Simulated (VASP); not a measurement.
# Nb (Pm-3m) in VASP: notebook

Nb is run at these levels: PBE; tasks: single point.

Program: VASP 6.6.1. These are calculated values, not measurements. Logs are shortened: lines on timing, memory, paths and dates and some standing lists are left out, and cuts for length are marked.

### Step 1. The cell of the first run

It takes space group Pm-3m (No. 221, cubic). The conventional cell has a = 2.825 Å, b = 2.825 Å, c = 2.825 Å, α = 90.00°, β = 90.00°, γ = 90.00°. Nb (site symmetry m-3m) has 6 Nb at 2.82 Å within 3.7 Å.

### Step 2. Single point, PBE, collinear spin, ferromagnetic start (volume scaled by 1.12)

INCAR

```
PREC = Accurate
ENCUT = 520
EDIFF = 1E-6
ISMEAR = -1
SIGMA = 0.05
LREAL = False
LASPH = True
NELM = 150
ALGO = Normal
ISIF = 2
LWAVE = False
LCHARG = False
ISPIN = 2
MAGMOM = 1
LORBIT = 11
LMAXMIX = 4
GGA = PE
NBANDS = 16
```

KPOINTS

```
regular mesh
0
Gamma
  13 13 13
```

POSCAR

```
Nb
1.0
    2.8248062506      0.0000000000      0.0000000000
    0.0000000000      2.8248062506      0.0000000000
    0.0000000000      0.0000000000      2.8248062506
Nb
1
Direct
    0.0000000000      0.0000000000      0.0000000000
```

Potentials or basis: VASP PAW PBE potentials, release 64 (Nb_sv).

The run is started by

```bash
$ cat potpaw_PBE.64/Nb_sv/POTCAR > POTCAR
$ mpirun -np 1 vasp_std > vasp.out
```

OUTCAR:

```text
PREC = Accurate
   ENCUT = 520
   EDIFF = 1E-6
   ISMEAR = -1
   LREAL = False
   LASPH = True
   NELM = 150
   ISIF = 2
   ISPIN = 2
   LORBIT = 11
   GGA = PE

 ion  position               nearest neighbor table
   1  0.000  0.000  0.000-

  LATTYP: Found a simple cubic cell.
 ALAT       =     2.8248062506

  Lattice vectors:

 A1 = (   2.8248062506,   0.0000000000,   0.0000000000)
 A2 = (   0.0000000000,   2.8248062506,   0.0000000000)
 A3 = (   0.0000000000,   0.0000000000,   2.8248062506)

Analysis of symmetry for initial positions (statically):
=====================================================================
 Subroutine PRICEL returns:
 Original cell was already a primitive cell.

 Routine SETGRP: Setting up the symmetry group for a
 simple cubic supercell.

 Subroutine GETGRP returns: Found 48 space group operations
 (whereof 48 operations were pure point group operations)
 out of a pool of 48 trial point group operations.

The static configuration has the point symmetry O_h .

Analysis of symmetry for dynamics (positions and initial velocities):
=====================================================================
 Subroutine PRICEL returns:
 Original cell was already a primitive cell.

 Routine SETGRP: Setting up the symmetry group for a
 simple cubic supercell.

 Subroutine GETGRP returns: Found 48 space group operations
 (whereof 48 operations were pure point group operations)
 out of a pool of 48 trial point group operations.

The dynamic configuration has the point symmetry O_h .

Analysis of structural, dynamic, and magnetic symmetry:
=====================================================================
 Subroutine PRICEL returns:
 Original cell was already a primitive cell.

 Routine SETGRP: Setting up the symmetry group for a
 simple cubic supercell.

 Subroutine GETGRP returns: Found 48 space group operations
 (whereof 48 operations were pure point group operations)
 out of a pool of 48 trial point group operations.

The overall configuration has the point symmetry O_h .

 Subroutine INISYM returns: Found 48 space group operations
 (whereof 48 operations are pure point group operations),
 and found     1 'primitive' translations

----------------------------------------------------------------------------------------

                                     Primitive cell

  volume of cell :      22.5406

  direct lattice vectors                    reciprocal lattice vectors
     2.824806251  0.000000000  0.000000000     0.354006580  0.000000000  0.000000000
     0.000000000  2.824806251  0.000000000     0.000000000  0.354006580  0.000000000
     0.000000000  0.000000000  2.824806251     0.000000000  0.000000000  0.354006580

  length of vectors
     2.824806251  2.824806251  2.824806251     0.354006580  0.354006580  0.354006580

  position of ions in fractional coordinates (direct lattice)
     0.000000000  0.000000000  0.000000000

  ion indices of the primitive-cell ions
   primitive index   ion index
                 1           1

----------------------------------------------------------------------------------------

 KPOINTS: regular mesh

Automatic generation of k-mesh.
 Grid dimensions read from file:
 generate k-points for:   13   13   13

 Generating k-lattice:

  Cartesian coordinates                     Fractional coordinates (reciprocal lattice)
     0.027231275  0.000000000  0.000000000     0.076923077  0.000000000  0.000000000
     0.000000000  0.027231275  0.000000000     0.000000000  0.076923077  0.000000000
     0.000000000  0.000000000  0.027231275     0.000000000  0.000000000  0.076923077

  Length of vectors
     0.027231275  0.027231275  0.027231275

  Shift w.r.t. Gamma in fractional coordinates (k-lattice)
     0.000000000  0.000000000  0.000000000

 Subroutine IBZKPT returns following result:
 ===========================================

 Found     84 irreducible k-points:

 Following reciprocal coordinates:
            Coordinates               Weight
  0.000000  0.000000  0.000000      1.000000
  0.076923  0.000000  0.000000      6.000000
  0.153846  0.000000  0.000000      6.000000
  0.230769  0.000000  0.000000      6.000000
  0.307692  0.000000  0.000000      6.000000
  0.384615  0.000000  0.000000      6.000000
[... 16 lines left out ...]
  0.307692  0.307692  0.000000     12.000000
  0.384615  0.307692  0.000000     24.000000
 [... further k-points ...]
   k-points           NKPTS =     84   k-points in BZ     NKDIM =     84   number of bands    NBANDS=     16
   number of dos      NEDOS =    301   number of ions     NIONS =      1
   total plane-waves  NPLWV =  13824
   dimension x,y,z NGX =    24 NGY =   24 NGZ =   24
   dimension x,y,z NGXF=    48 NGYF=   48 NGZF=   48
   ions per type =               1
   NGX,Y,Z   is equivalent  to a cutoff of  14.12, 14.12, 14.12 a.u.
   NGXF,Y,Z  is equivalent  to a cutoff of  28.25, 28.25, 28.25 a.u.
 SYSTEM =  unknown system
   PREC   = accura    normal or accurate (medium, high low for compatibility)
   ISTART =      0    job   : 0-new  1-cont  2-samecut
   ICHARG =      2    charge: 1-file 2-atom 10-const
   ISPIN  =      2    spin polarized calculation?
   LNONCOLLINEAR =      F non collinear calculations
   LSORBIT =      F    spin-orbit coupling
   LASPH  =      T    aspherical Exc in radial PAW
   ENCUT  =  520.0 eV  38.22 Ry    6.18 a.u.   5.25  5.25  5.25*2*pi/ulx,y,z
   NELM   =    150;   NELMIN=  2; NELMDL= -5     # of ELM steps
   EDIFF  = 0.1E-05   stopping-criterion for ELM
   LREAL  =      F    real-space projection
   EDIFFG = 0.1E-04   stopping-criterion for IOM
   NSW    =      0    number of steps for IOM
   IBRION =     -1    ionic relax: 0-MD 1-quasi-New 2-CG
   NFREE  =      0    steps in history (QN), initial steepest desc. (CG)
   ISIF   =      2    stress and relaxation
   ISYM   =      2    0-nonsym 1-usesym 2-fastsym
   POTIM  = 0.5000    time-step for ionic-motion
   TEBEG  =    0.0;   TEEND  =   0.0 temperature during run
   PSTRESS=    0.0 pullay stress
   NELECT =      13.0000    total number of electrons
   NUPDOWN=      -1.0000    fix difference up-down
   EMIN   =  10.00;   EMAX   =-10.00  energy-range for DOS
   EFERMI =   0.00;   METHOD = LEGACY
   ISMEAR =    -1;   SIGMA  =   0.05  broadening in eV -4-tet -1-fermi 0-gaus
   EFERMI_NEDOS =   21; number of points for ismear=-14 and -15
   IALGO  =     38    algorithm
   IMIX   =      4    mixing-type and parameters
     AMIX     =   0.40;   BMIX     =  1.00
     AMIX_MAG =   1.60;   BMIX_MAG =  1.00
  volume/ion in A,a.u.               =      22.54       152.11
  Fermi-wavevector in a.u.,A,eV,Ry     =   1.362701  2.575132 25.265398  1.856954
  Thomas-Fermi vector in A             =   2.489168
   LORBIT       =     11    0 simple, 1 ext, 2 COOP (PROOUT), +10 PAW based schemes
   GGA     = PE    functional components
   LHFCALC =     F    Hartree Fock is set to
   AEXX    =    0.0000 exact exchange contribution
   IVDW    =     0    specifies the selected vdW correction
   LEPSILON=     F    determine dielectric tensor
   LRPA    =     F    only Hartree local field effects (RPA)
 spin polarized calculation
  energy-cutoff  :      520.00
  volume of cell :       22.54
 maximum number of plane-waves:       624
 NGX is ok and might be reduce to    24
   NGX = 11   NGY = 11   NGZ = 11

 number of electron      13.0000001 magnetization       0.0007766

 number of electron      13.0000001 magnetization      -0.0002525

 Free energy of the ion-electron system (eV)
  ---------------------------------------------------
  ext. energy  EPLUGINS =         0.00000000
  ---------------------------------------------------
  free energy    TOTEN  =        -9.13817856 eV

  energy without entropy =       -9.12957590  energy(sigma->0) =       -9.13387723

 E-fermi :   8.3940     XC(G=0): -11.2670

 val. band max:        8.3403063302   @ k =   0.3846   0.0769   0.0000
 cond. band min:       8.4000091707   @ k =   0.4615   0.2308   0.2308
 fundamental gap:      0.0597028405
 Fermi energy:         8.3940296858

 spin component 1

 k-point     1 :       0.0000    0.0000    0.0000
  band No.  band energies     occupation
      1     -46.3817      1.00000
      2     -21.8715      1.00000
      3     -21.8715      1.00000
      4     -21.8715      1.00000
      5       3.0756      1.00000
      6       6.0140      1.00000
[... 8 lines left out ...]
     15      28.9886      0.00000
     16      28.9887      0.00000

 k-point     2 :       0.0769    0.0000    0.0000
  band No.  band energies     occupation
      1     -46.3748      1.00000
      2     -21.9340      1.00000
      3     -21.8662      1.00000
      4     -21.8662      1.00000
      5       3.2267      1.00000
      6       6.0533      1.00000
[... 8 lines left out ...]
     15      28.3246      0.00000
     16      29.6267      0.00000

 k-point     3 :       0.1538    0.0000    0.0000
  band No.  band energies     occupation
      1     -46.3559      1.00000
      2     -22.1047      1.00000
      3     -21.8516      1.00000
      4     -21.8516      1.00000
      5       3.6414      1.00000
      6       6.1644      1.00000
[... 8 lines left out ...]
     15      28.4659      0.00000
     16      31.7196      0.00000

 k-point     4 :       0.2308    0.0000    0.0000
  band No.  band energies     occupation
      1     -46.3290      1.00000
      2     -22.3392      1.00000
      3     -21.8309      1.00000
      4     -21.8309      1.00000
      5       4.2271      1.00000
      6       6.3277      1.00000
[... 8 lines left out ...]
     15      28.2836      0.00000
     16      32.3958      0.00000
[... 324 lines left out ...]
 k-point    22 :       0.4615    0.2308    0.0000
  band No.  band energies     occupation
      1     -46.2116      1.00000
      2     -22.8224      1.00000
      3     -22.2243      1.00000
      4     -21.7416      1.00000
      5       6.4493      1.00000
      6       6.8087      1.00000
[... 8 lines left out ...]
     15      29.3343      0.00000
     16      30.7572      0.00000

 k-point    23 :       0.3077    0.3077    0.0000
  band No.  band energies     occupation
      1     -46.2205      1.00000
      2     -22.5062      1.00000
      3     -22.4826      1.00000
      4     -21.7484      1.00000
      5       5.9175      1.00000
      6       6.9439      1.00000
[... 8 lines left out ...]
     15      28.9594      0.00000
     16      29.5846      0.00000

 k-point    24 :       0.3846    0.3077    0.0000
  band No.  band energies     occupation
      1     -46.1971      1.00000
      2     -22.6839      1.00000
      3     -22.4687      1.00000
      4     -21.7307      1.00000
      5       5.9068      1.00000
      6       6.9424      1.00000
[... 8 lines left out ...]
     15      28.5416      0.00000
     16      29.8031      0.00000

 [... further k-points ...]

 spin component 2

 k-point     1 :       0.0000    0.0000    0.0000
  band No.  band energies     occupation
      1     -46.3819      1.00000
      2     -21.8717      1.00000
      3     -21.8717      1.00000
      4     -21.8717      1.00000
      5       3.0755      1.00000
      6       6.0140      1.00000
[... 8 lines left out ...]
     15      28.9887      0.00000
     16      28.9887      0.00000

 k-point     2 :       0.0769    0.0000    0.0000
  band No.  band energies     occupation
      1     -46.3751      1.00000
      2     -21.9342      1.00000
      3     -21.8665      1.00000
      4     -21.8665      1.00000
      5       3.2266      1.00000
      6       6.0533      1.00000
[... 8 lines left out ...]
     15      28.3242      0.00000
     16      29.6267      0.00000

 k-point     3 :       0.1538    0.0000    0.0000
  band No.  band energies     occupation
      1     -46.3561      1.00000
      2     -22.1049      1.00000
      3     -21.8518      1.00000
      4     -21.8518      1.00000
      5       3.6413      1.00000
      6       6.1644      1.00000
[... 8 lines left out ...]
     15      28.4657      0.00000
     16      31.7239      0.00000

 k-point     4 :       0.2308    0.0000    0.0000
  band No.  band energies     occupation
      1     -46.3292      1.00000
      2     -22.3394      1.00000
      3     -21.8312      1.00000
      4     -21.8312      1.00000
      5       4.2270      1.00000
      6       6.3277      1.00000
[... 8 lines left out ...]
     15      28.2835      0.00000
     16      32.3957      0.00000
[... 324 lines left out ...]
 k-point    22 :       0.4615    0.2308    0.0000
  band No.  band energies     occupation
      1     -46.2118      1.00000
      2     -22.8226      1.00000
      3     -22.2245      1.00000
      4     -21.7418      1.00000
      5       6.4491      1.00000
      6       6.8087      1.00000
[... 8 lines left out ...]
     15      29.3341      0.00000
     16      30.7571      0.00000

 k-point    23 :       0.3077    0.3077    0.0000
  band No.  band energies     occupation
      1     -46.2208      1.00000
      2     -22.5064      1.00000
      3     -22.4828      1.00000
      4     -21.7486      1.00000
      5       5.9174      1.00000
      6       6.9439      1.00000
[... 8 lines left out ...]
     15      28.9593      0.00000
     16      29.5847      0.00000

 k-point    24 :       0.3846    0.3077    0.0000
  band No.  band energies     occupation
      1     -46.1973      1.00000
      2     -22.6841      1.00000
      3     -22.4689      1.00000
      4     -21.7309      1.00000
      5       5.9066      1.00000
      6       6.9424      1.00000
[... 8 lines left out ...]
     15      28.5414      0.00000
     16      29.8032      0.00000

 [... further k-points ...]
[... 5 lines left out ...]
  --------------------------------------------------------------------------------------
  -------------------------------------------------------------------------------------
  Total       -1.7527954     -1.7527954     -1.7527954      0.0000000     -0.0000000      0.0000000
  in kB     -124.5878850   -124.5878850   -124.5878850      0.0000000     -0.0000000      0.0000000
  external PRESSURE =    -124.5878850 kB  Pullay stress =       0.0000000 kB

 VOLUME and BASIS-vectors are now :
 -----------------------------------------------------------------------------
  energy-cutoff  :      520.00
  volume of cell :       22.54
      direct lattice vectors                 reciprocal lattice vectors
     2.824806251  0.000000000  0.000000000     0.354006580  0.000000000  0.000000000
     0.000000000  2.824806251  0.000000000     0.000000000  0.354006580  0.000000000
     0.000000000  0.000000000  2.824806251     0.000000000  0.000000000  0.354006580

 POSITION                                       TOTAL-FORCE (eV/Angst)
 -----------------------------------------------------------------------------------
      0.00000      0.00000      0.00000         0.000000      0.000000      0.000000
 -----------------------------------------------------------------------------------
    total drift:                                0.000000      0.000000      0.000000

  FREE ENERGIE OF THE ION-ELECTRON SYSTEM (eV)
  ---------------------------------------------------
  free  energy   TOTEN  =        -9.1381785594 eV

  energy  without entropy=       -9.1295759032  energy(sigma->0) =       -9.13387723

 total charge

# of ion       s       p       d       tot
------------------------------------------
    1        2.220   5.951   2.493  10.664

 magnetization (x)

# of ion       s       p       d       tot
------------------------------------------
    1       -0.000  -0.000  -0.000  -0.000
```

Wall time 20 s (1 thread of Intel Xeon 6975P-C (Granite Rapids), shared host); peak memory 0.17 GiB.

What came out:

| Property | Result |
| --- | --- |
| Free energy | -9.1382 eV |
| Pressure | -12.5 GPa |
| Net moment | 0.00 μB per cell |
| Valence electrons inside the program's atomic spheres | Nb 10.66 |

Caveat: the cell differs from its parent crystal (volume scaled by 1.12).

### Step 3. Single point, PBE, collinear spin, ferromagnetic start

This run uses another cell than the first one, of 20.13 Å³/atom, 0.893 times its volume.

INCAR

```
ALGO = Normal
EDIFF = 1E-7
ENCUT = 520
GGA = PE
ISIF = 2
ISMEAR = -1
ISPIN = 2
LASPH = True
LCHARG = False
LMAXMIX = 4
LORBIT = 11
LREAL = False
LWAVE = False
MAGMOM = 1
NBANDS = 16
NELM = 150
PREC = Accurate
SIGMA = 0.05
```

KPOINTS

```
k-points
0
Gamma
  19 19 19
```

POSCAR

```
Nb
1.0
    2.7200861428      0.0000000000      0.0000000000
    0.0000000000      2.7200861428      0.0000000000
    0.0000000000      0.0000000000      2.7200861428
Nb
1
Direct
    0.0000000000      0.0000000000      0.0000000000
```

Potentials or basis: VASP PAW PBE potentials, release 64 (Nb_sv).

The run is started by

```bash
$ cat potpaw_PBE.64/Nb_sv/POTCAR > POTCAR
$ mpirun -np 1 vasp_std > vasp.out
```

It took 47 s on 1 thread of Intel Xeon 6975P-C (Granite Rapids), shared host; peak memory 0.2 GiB.

The run converged. Its results:

```yaml
Free_energy: -9.2303 eV
Pressure: -0.5 GPa
Net_moment: 0.00 μB per cell
Valence_electrons_inside_the_program's_atomic_spheres: Nb 10.81
```

Levels at points of the mesh, in eV from the Fermi level:
Spin up:
```tsv
k point	band 5	band 6	band 7	band 8	band 9	band 10
(0.00, 0.00, 0.00)	-5.60	-2.77	-2.77	5.08	5.08	5.08
```
Spin down:
| k point | band 4 | band 5 | band 6 | band 7 | band 8 | band 9 | band 10 | band 11 |
| --- | --- | --- | --- | --- | --- | --- | --- | --- |
| (0.00, 0.00, 0.00) | -29.97 | -5.60 | -2.77 | -2.77 | 5.08 | 5.08 | 5.08 | 14.60 |

### Step 4. Single point, PBE (volume scaled by 0.88)

INCAR

```
ALGO     = Normal         # electronic algorithm
EDIFF    = 1E-6           # SCF threshold, eV
ENCUT    = 520            # plane-wave cutoff, eV
GGA      = PE             # functional
ISIF     = 2              # what is computed and relaxed
ISMEAR   = -1             # smearing method
LASPH    = T              # aspherical terms in the spheres
LCHARG   = T              # write CHGCAR
LELF     = T              # ELF
LREAL    = F              # projectors in reciprocal space
LVHAR    = T            
LWAVE    = F              # write WAVECAR
NBANDS   = 12             # bands
NELM     = 100            # most SCF steps
PREC     = Accurate       # precision mode
SIGMA    = 0.1            # smearing width, eV
```

KPOINTS

```
k-points
0
Gamma
  13 13 13
```

POSCAR

```
Nb
1.0
    2.6070559324      0.0000000000      0.0000000000
    0.0000000000      2.6070559324      0.0000000000
    0.0000000000      0.0000000000      2.6070559324
Nb
1
Direct
    0.0000000000      0.0000000000      0.0000000000
```

The run is started by

```bash
$ cat potpaw_PBE.64/Nb_sv/POTCAR > POTCAR
$ mpirun -np 1 vasp_std > vasp.out
```

Run time: 26 s. Hardware: 1 thread of AMD EPYC 7R43 (Zen 3), shared host; peak memory 0.09 GiB.

Results (log left out):

| Quantity | Value |
| --- | --- |
| Free energy | -9.1178 eV |
| Pressure | 20.9 GPa |

Levels at points of the mesh, in eV from the Fermi level:
```tsv
k point	band 4	band 5	band 6	band 7	band 8	band 9	band 10	band 11
(0.00, 0.00, 0.00)	-29.67	-5.89	-3.34	-3.34	5.87	5.87	5.87	15.72
```

Caveat: the cell differs from its parent crystal (volume scaled by 0.88).

### Step 5. Overview

```tsv
spin	cell	k mesh	smearing	gap on the mesh (eV)	pressure (GPa)	moment (μB)
collinear, ferromagnetic start	a = 2.825 Å, 1 atom	13 × 13 × 13	fermi-dirac 0.05 eV	none	-12.5	0.00
collinear, ferromagnetic start	a = 2.720 Å, 1 atom	19 × 19 × 19	fermi-dirac 0.05 eV	none	-0.5	0.00
off	a = 2.607 Å, 1 atom	13 × 13 × 13	fermi-dirac 0.1 eV	none	20.9	-
```

Alike in all rows: task single point; level PBE; potentials or basis VASP PAW PBE potentials, release 64 (Nb_sv); cutoff (eV) 520.

Absolute energies hang on the potentials; compare differences alone.
